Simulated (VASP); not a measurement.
Set up this calculation in VASP 6.6.1, as the native input.

```yaml
Task: single point
Functional: PBE
Potentials_or_basis: VASP PAW PBE potentials, release 64 (Cs_sv, Li_sv, Ge_d, S)
Cutoff: 520 eV
k_mesh: 4 × 4 × 2
Occupations: gaussian, width 0.1 eV
Spin: no spin polarisation
Dipole_correction: no
Further_INCAR_settings: ALGO = Normal; EDIFF = 1e-07; NBANDS = 42
```

The structure of CsLiGe2S4 lies in POSCAR:

```
CsLiGe2S4
1.0
    4.5540000000      0.0000000000      0.0000000000
    0.0000000000      4.5540000000      0.0000000000
    0.0000000000      0.0000000000      8.7119938000
Cs Li Ge S
1 1 2 4
Direct
    0.5000000000      0.5000000000      0.0000000000
    0.5000000000      0.5000000000      0.5000000000
    0.0000000000      0.0000000000      0.7500000000
    0.0000000000      0.0000000000      0.2500000000
    0.5000000000      0.0000000000      0.7500000000
    0.0000000000      0.5000000000      0.7500000000
    0.5000000000      0.0000000000      0.2500000000
    0.0000000000      0.5000000000      0.2500000000
```

The input as run:

INCAR

```
  PREC = Accurate
  ENCUT = 520
  EDIFF = 1E-7
  ISMEAR = 0
  SIGMA = 0.1
  LREAL = False
  LASPH = True
  NELM = 60
  ALGO = Normal
  ISIF = 2
  LWAVE = False
  LCHARG = False
  GGA = PE
  NBANDS = 42
```

KPOINTS

```
Automatic mesh
0
Gamma
  4 4 2
```

Potentials or basis: VASP PAW PBE potentials, release 64 (Cs_sv, Li_sv, Ge_d, S).

The run is started by

```bash
$ cat potpaw_PBE.64/Cs_sv/POTCAR potpaw_PBE.64/Li_sv/POTCAR potpaw_PBE.64/Ge_d/POTCAR potpaw_PBE.64/S/POTCAR > POTCAR
$ mpirun -np 1 vasp_std > vasp.out
```

Results of the run:

The largest force is 1.133 eV/Å and the band gap on the k mesh is zero (bands 32 and 33 overlap by 2.15 eV).

Caveat: the k points lie up to 0.36 Å⁻¹ apart, too coarse for converged energies and pressures of a metal; spin-orbit coupling is left out, which moves the levels of the heavy elements; forces of over 1 eV/Å act on the atoms, so gaps and moduli don't describe the material at rest.

Run time: 2.1 min on 1 thread of Intel(R) Xeon(R) Platinum 8259CL CPU @ 2.50GHz (Skylake/Cascade Lake) (shared host), peak memory 0.33 GiB.
